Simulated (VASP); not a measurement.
C: electric field gradients with PBEsol

The system is C.

```
C
1.0
     0.00000    2.11272    3.32553
     1.21976    0.00000    3.32553
     1.21976    2.11272    0.00000
C
2
Direct
  0.16667 0.83333 0.16667
  0.83333 0.16667 0.83333
```

- Program: VASP 6.6.1
- Task: electric field gradients
- Functional: PBEsol
- Potentials or basis: VASP PAW PBE potentials, release 64 (C)
- Cutoff: 520 eV
- k mesh: 18 × 18 × 18
- Occupations: fermi-dirac, width 0.05 eV
- Spin: no spin polarisation
- Dipole correction: no
- Further INCAR settings: ALGO = Normal; EDIFF = 1e-08; NBANDS = 11

```json
{
 "Pressure": "8.2 GPa",
 "Largest force": "0.004 eV/Å",
 "Largest electric field gradient by atom": "C +33.0 V/Å²"
}
```

Forces on the atoms (eV/Å):
```
C    0.000  0.004  0.000
C    0.000 -0.004  0.000
```

Stress tensor (GPa, compression positive):
```
11.55  0.00  0.00
 0.00 10.99  0.00
 0.00  0.00  1.92
```

Electric field gradients, principal values (V/Å²):
| atom | least | middle | greatest (by size) |
| --- | --- | --- | --- |
| 1 C | -16.469 | -16.512 | 32.982 |
| 2 C | -16.469 | -16.512 | 32.982 |

It took 110 s on 1 thread of Intel(R) Xeon(R) 6975P-C (Granite Rapids), with other jobs on the host, peak memory 0.24 GiB.

Caveat: the cell stands under pressure; this functional lacks dispersion, which binds the layers, so the pressure and a relaxed spacing across them are unreliable; without QUAD_EFG the Cq values of the log hold for a quadrupole moment of 1 mb, not for the nuclei; the PAW data sets were made with another functional, which shifts forces and pressure a little.
